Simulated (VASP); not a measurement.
Runs of VASP 6.6.1 on CaF. The structure is that of space group Fm-3m (No. 225), or close to it. The cells are those of the table. The cell was built from a structure type or drawn by symmetry, and may not be a known phase.

| task | spin | cell | k mesh | gap on the mesh (eV) | pressure (GPa) | moment (μB) | relaxed volume (Å³/atom) |
| --- | --- | --- | --- | --- | --- | --- | --- |
| single point | collinear | a = 3.734 Å, angles 60.0°, 2 atoms | 6 × 6 × 6 | none | 0.2 | 0.00 | - |
| single point | off | a = 3.757 Å, angles 60.0°, 2 atoms | 18 × 18 × 18 | none | 0.0 | - | - |
| single point | off | a = 3.570 Å, angles 60.0°, 2 atoms | 6 × 6 × 6 | none | 7.6 | - | - |
| single point | collinear | a = 3.570 Å, angles 60.0°, 2 atoms | 6 × 6 × 6 | none | 7.5 | 0.00 | - |
| single point | off | a = 3.734 Å, angles 60.0°, 2 atoms | 6 × 6 × 6 | none | 0.2 | - | - |
| relaxation of cell and atoms | off | relaxed from a = 3.570 Å, angles 60.0°, 2 atoms | 6 × 6 × 6 | none | 0.0 | - | (a) |
| relaxation of cell and atoms | off | relaxed from a = 3.734 Å, angles 60.0°, 2 atoms | 18 × 18 × 18 | none | 0.0 | - | 18.73 |

Alike in all rows: level PBE; potentials or basis VASP PAW PBE potentials, release 64 (Ca_sv, F); cutoff (eV) 600; smearing gaussian 0.1 eV.

Task: Fill in the values left out.

Result: (a) 18.54.

Caveats: an odd number of electrons without spin polarisation forces a metal (at least some runs); a magnetic or distorted state may lie lower (at least some runs); the cell stands under pressure (at least some runs); the volume moved by over 15 % at a fixed basis, so the end points are rough (at least some runs).

A gap of «none» marks levels without a gap at the run's occupations.
